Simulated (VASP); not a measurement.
Hf: single point with RPBE

Crystal: Hf.

```
Hf
1.0
     3.23325    0.00000    0.00000
    -1.61663    2.80008    0.00000
     0.00000    0.00000    5.11781
Hf
2
Direct
  0.33333 0.66667 0.25000
  0.66667 0.33333 0.75000
```

```
Program                : VASP 6.6.1
Task                   : single point
Functional             : RPBE
Potentials or basis    : VASP PAW PBE potentials, release 64 (Hf_pv)
Cutoff                 : 520 eV
k mesh                 : 18 × 18 × 10
Occupations            : fermi-dirac, width 0.1 eV
Spin                   : no spin polarisation
Dipole correction      : no
Further INCAR settings : ALGO = Normal; EDIFF = 1e-06; NBANDS = 17
```

* Pressure: -0.5 GPa
* Band gap on the k mesh: zero (band 10 reaches 5.98 eV, above the bottom of band 11 at 4.32 eV)

Stress tensor (GPa, compression positive):
```
-0.48  0.00  0.00
 0.00 -0.48  0.00
 0.00  0.00 -0.60
```

Levels at points of the mesh, in eV from the Fermi level:
```csv
k point,band 6,band 7,band 8,band 9,band 10,band 11,band 12,band 13,band 14,band 15
"(0.00, 0.00, 0.00)",-30.36,-7.25,-3.59,0.49,1.21,1.21,1.46,1.99,1.99,2.61
"(0.50, 0.00, 0.00)",-30.44,-3.28,-2.61,-2.11,-0.86,0.84,0.84,1.64,5.70,6.18
"(0.00, 0.00, 0.50)",-30.42,-5.34,-5.34,0.17,0.17,1.10,1.10,1.10,1.10,4.66
"(0.50, 0.00, 0.50)",-30.54,-3.28,-3.28,-0.91,-0.91,1.06,1.06,2.61,2.61,5.89
```

It took 68 s on 1 thread of Intel Xeon 6975P-C, with other jobs on the host, peak memory 0.27 GiB.

Caveat: the PAW data sets were made with another functional, which shifts forces and pressure a little; spin-orbit coupling is left out, which moves the levels of the heavy elements.
